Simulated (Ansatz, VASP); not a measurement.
**Ge3Se5: VASP beside Ansatz**

INCAR

```
SYSTEM = Ge3Se5
PREC = Accurate ; ENCUT = 600
EDIFF = 1E-7 ; ISMEAR = 0
SIGMA = 0.1 ; LREAL = .FALSE.
LASPH = .TRUE. ; NELM = 60
ALGO = Normal ; ISIF = 3
LWAVE = .FALSE. ; LCHARG = .FALSE.
GGA = PE ; IBRION = 2
NSW = 100 ; EDIFFG = -0.01
```

Contents of KPOINTS:

```
regular mesh
0
G
  8 8 8
  0 0 0
```

The input POSCAR:

```
Ge3Se5
1.0
   -3.4599893682      3.4599893682      3.4599893682
    3.4599893682     -3.4599893682      3.4599893682
    3.4599893682      3.4599893682     -3.4599893682
Ge Se
3 5
Direct
    0.0000000000      0.5000000000      0.5000000000
    0.5000000000      0.5000000000      0.0000000000
    0.5000000000      0.0000000000      0.5000000000
    0.0000000000      0.0000000000      0.0000000000
    0.0000000000      0.0000000000      0.5000000000
    0.0000000000      0.5000000000      0.0000000000
    0.5000000000      0.0000000000      0.0000000000
    0.5000000000      0.5000000000      0.5000000000
```

Input for Ansatz:

```yaml
crystal:
  lattice:
    - [-3.4599893682, 3.4599893682, 3.4599893682]
    - [3.4599893682, -3.4599893682, 3.4599893682]
    - [3.4599893682, 3.4599893682, -3.4599893682]
  atoms:
    - { symbol: Ge, position: [0.0, 0.5, 0.5] }
    - { symbol: Ge, position: [0.5, 0.5, 0.0] }
    - { symbol: Ge, position: [0.5, 0.0, 0.5] }
    - { symbol: Se, position: [0.0, 0.0, 0.0] }
    - { symbol: Se, position: [0.0, 0.0, 0.5] }
    - { symbol: Se, position: [0.0, 0.5, 0.0] }
    - { symbol: Se, position: [0.5, 0.0, 0.0] }
    - { symbol: Se, position: [0.5, 0.5, 0.5] }
basis:
  ecutwfc: 420
kpoints:
  mp_grid: { grid: [8, 8, 8] }
hamiltonian:
  xc: pbe
scf:
  occupations: { method: gaussian, width: 0.1 }
output:
  forces: true
  stress: true
  eigenvalues: true
  write_density: true
  write_potential: true
  elf: true
  volumetric_format: npy
relax:
  adjacent_minimum: "off"
  f_tol: 0.01
  max_steps: 80
  cell: { stress_tol: 0.05 }
```

Change from the starting cell: species swapped into the Fe5Co3 type (Im-3m, No. 229).

Alike in both runs: task relaxation of cell and atoms; functional PBE; k mesh 8 × 8 × 8; occupations gaussian, width 0.1 eV; no spin polarisation.

```csv
,VASP,Ansatz
version,VASP 6.6.1,Ansatz 0.2.0
potentials or method,"VASP PAW PBE potentials, release 64 (Ge_d, Se), cutoff 600 eV","scalar-relativistic, plane waves, PAW"
valence electrons in the cell,72,122
```

```tsv
	VASP	Ansatz	Ansatz less VASP
gap on the k mesh at the Fermi level, each at its own relaxed structure (eV)	none	none	-
relaxed volume (Å³/atom)	20.91	20.87	-0.036
relaxed cell length with the largest relative difference (Å)	6.012	6.009	-0.0034
```

A gap of «none» marks a metal or a gap that the smearing closes. VASP's potentials hold 72 valence electrons a cell and Ansatz's 122, so a difference there can come from the potentials and not from the codes.
